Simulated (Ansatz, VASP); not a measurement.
## Two plane-wave programs on Al

```xyz
8
Lattice="3.2126 3.2126 3.2126 -3.2126 -3.2126 3.2126 3.2126 -3.2126 -3.2126" Properties=species:S:1:pos:R:3 pbc="T T T"
Al    0.0000   -3.2126    0.0000
Al    1.6063   -1.6063   -1.6063
Al   -1.6063   -1.6063    1.6063
Al    0.0000    0.0000    0.0000
Al    1.6063   -1.6063    1.6063
Al    3.2126    0.0000    0.0000
Al    0.0000    0.0000    3.2126
Al    1.6063    1.6063    1.6063
```

Alike in both runs: task single point; functional PBEsol; k mesh 10 × 10 × 10; occupations gaussian, width 0.15 eV; no spin polarisation.

```csv
,VASP,Ansatz
version,VASP 6.6.1,Ansatz 0.2.0
potentials or method,"VASP PAW PBE potentials, release 64 (Al), cutoff 520 eV","scalar-relativistic, plane waves, PAW"
valence electrons in the cell,24,24
```

|  | VASP | Ansatz | Ansatz less VASP |
| --- | --- | --- | --- |
| gap on the k mesh at the Fermi level (eV) | none | none | - |
| pressure (GPa) | 0.1 | 0.0 | -0.08 |

VASP's potentials were made for PBE, not for PBEsol, and Ansatz warns of the same on its side. A gap of «none» marks a metal or a gap that the smearing closes. The functional is the same, so the differences come from potentials, cutoffs and numerics.
